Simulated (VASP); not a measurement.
LiSi2Ag2: single point with r2SCAN

Crystal: LiSi2Ag2.

```
Ag Li Si
1.0
     0.00000    4.12695    0.00000
     4.12695    0.00000    0.00000
     2.06347    2.06347   -4.83739
Ag Li Si
2 1 2
Direct
  0.75000 0.25000 0.50000
  0.25000 0.75000 0.50000
  0.00000 0.00000 0.00000
  0.37500 0.37500 0.25000
  0.62500 0.62500 0.75000
```

| Item | Value |
| --- | --- |
| Program | VASP 6.6.1 |
| Task | single point |
| Functional | r2SCAN |
| Potentials or basis | VASP PAW PBE potentials, release 64 (Ag, Li_sv, Si) |
| Cutoff | 520 eV |
| k mesh | 9 × 9 × 9 |
| Occupations | methfessel-paxton, width 0.0693 eV |
| Spin | no spin polarisation |
| Dipole correction | no |
| Further INCAR settings | ALGO = Normal; EDIFF = 1e-07; NBANDS = 24 |

The largest force is 3.053 eV/Å.

Forces in eV/Å, atoms in the order of the input:
```
Ag   0.000  0.000  0.000
Ag   0.000  0.000  0.000
Li   0.000  0.000  0.000
Si   0.000  0.000  3.053
Si   0.000  0.000 -3.053
```

Levels at points of the mesh, in eV from the Fermi level:
```tsv
k point	band 13	band 14	band 15	band 16	band 17	band 18	band 19	band 20
(0.00, 0.00, 0.00)	-4.40	-3.22	-1.13	-1.13	1.15	1.15	3.50	3.61
```

It took 5.5 min on 1 thread of Intel(R) Xeon(R) Platinum 8375C CPU @ 2.90GHz (Ice Lake), with other jobs on the host, peak memory 0.3 GiB.

Caveat: the PAW data sets were made with another functional, which shifts forces and pressure a little.
